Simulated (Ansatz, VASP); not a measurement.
# Cl in VASP and in Ansatz

```xyz
4
Lattice="3.1864 -2.2796 0.0000 3.1864 2.2796 0.0000 0.0000 0.0000 8.3180" Properties=species:S:1:pos:R:3 pbc="T T T"
Cl    3.1864    0.5927    3.3272
Cl    3.1864    1.6869    7.4862
Cl    3.1864   -0.5927    4.9908
Cl    3.1864   -1.6869    0.8318
```

Alike in both runs: task single point; functional r2SCAN; k mesh 7 × 7 × 4; occupations fermi-dirac, width 0.05 eV; no spin polarisation.

```csv
,VASP,Ansatz
version,VASP 6.6.1,Ansatz 0.2.0
potentials or method,"VASP PAW PBE potentials, release 64 (Cl)",Ansatz PAW
plane-wave cutoff (eV),520,500
valence electrons in the cell,28,28
```

Ansatz gave:

| Item | Value |
| --- | --- |
| gap on the k mesh at the Fermi level (eV) | 2.72 |
| least direct gap on the mesh (eV) | 2.77 |
| pressure (GPa) | -1.6 |
| traceless stress, the component that is largest in VASP (GPa) | 1.60 |
| rms of the force components (eV/Å) | 0.358 |

Problem. What did VASP give for the same quantities?

Solution. gap on the k mesh at the Fermi level (eV): 2.74; least direct gap on the mesh (eV): 2.79; pressure (GPa): -2.0; traceless stress, the component that is largest in VASP (GPa): 1.90; rms of the force components (eV/Å): 0.455.

VASP's potentials were made for PBE, not for r2SCAN. Atom by atom the forces differ by 0.098 eV/Å (rms over components).

Noted on Ansatz's run: odd divisions of the mesh miss points on the zone boundary, where band edges often lie, so the gap on the mesh can be too wide.
